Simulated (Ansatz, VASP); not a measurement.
**BaS in VASP and in Ansatz**

The input POSCAR:

```
BaS
1.0
    0.0000000000      3.1937500000      3.1937500000
    3.1937500000      0.0000000000      3.1937500000
    3.1937500000      3.1937500000      0.0000000000
Ba S
1 1
Direct
    0.0000000000      0.0000000000      0.0000000000
    0.5000000000      0.5000000000      0.5000000000
```

Contents of INCAR.step1:

```
PREC = Accurate
ENCUT = 600
ISMEAR = 0
SIGMA = 0.02
LREAL = False
LASPH = True
NELM = 100
GGA = PE
ALGO = Normal
EDIFF = 1E-4
LWAVE = True
LCHARG = False
```

The input INCAR.step2:

```
PREC = Accurate
ENCUT = 600
EDIFF = 1E-6
ISMEAR = 0
SIGMA = 0.02
LREAL = False
LASPH = True
NELM = 100
ALGO = Normal
ISIF = 3
LWAVE = False
LCHARG = False
METAGGA = R2SCAN
LMIXTAU = True
IBRION = 2
NSW = 100
EDIFFG = -0.005
ISTART = 1
```

The input KPOINTS:

```
Automatic mesh
0
Gamma
  6 6 6
```

Input for Ansatz:

```yaml
crystal:
  lattice:
    - [0.0, 3.19375, 3.19375]
    - [3.19375, 0.0, 3.19375]
    - [3.19375, 3.19375, 0.0]
  atoms:
    - { symbol: Ba, position: [0.0, 0.0, 0.0] }
    - { symbol: S, position: [0.5, 0.5, 0.5] }
basis:
  ecutwfc: 500
kpoints:
  mp_grid: { grid: [6, 6, 6] }
hamiltonian:
  xc: r2scan
scf:
  occupations: { method: gaussian, width: 0.02 }
output:
  forces: true
  stress: true
  eigenvalues: true
relax:
  adjacent_minimum: "off"
  f_tol: 0.005
  max_steps: 80
  cell: { stress_tol: 0.05 }
```

Alike in both runs: task relaxation of cell and atoms; functional r2SCAN; k mesh 6 × 6 × 6; occupations gaussian, width 0.02 eV; no spin polarisation.

|  | VASP | Ansatz |
| --- | --- | --- |
| version | VASP 6.6.1 | Ansatz 0.2.0 |
| potentials or method | VASP PAW PBE potentials, release 64 (Ba_sv, S), cutoff 600 eV | scalar-relativistic, plane waves, PAW |
| valence electrons in the cell | 16 | 16 |

VASP gave:

```
gap on the k mesh at the Fermi level, each at its own relaxed structure (eV) : 2.51
relaxed volume (Å³/atom)                                                     : 33.57
relaxed cell length with the largest relative difference (Å)                 : 4.562
```

Q: What did Ansatz give for the same quantities?

A: gap on the k mesh at the Fermi level, each at its own relaxed structure (eV): 2.58; relaxed volume (Å³/atom): 33.16; relaxed cell length with the largest relative difference (Å): 4.543.

VASP's potentials were made for PBE, not for r2SCAN.

Spin-orbit coupling is off throughout.
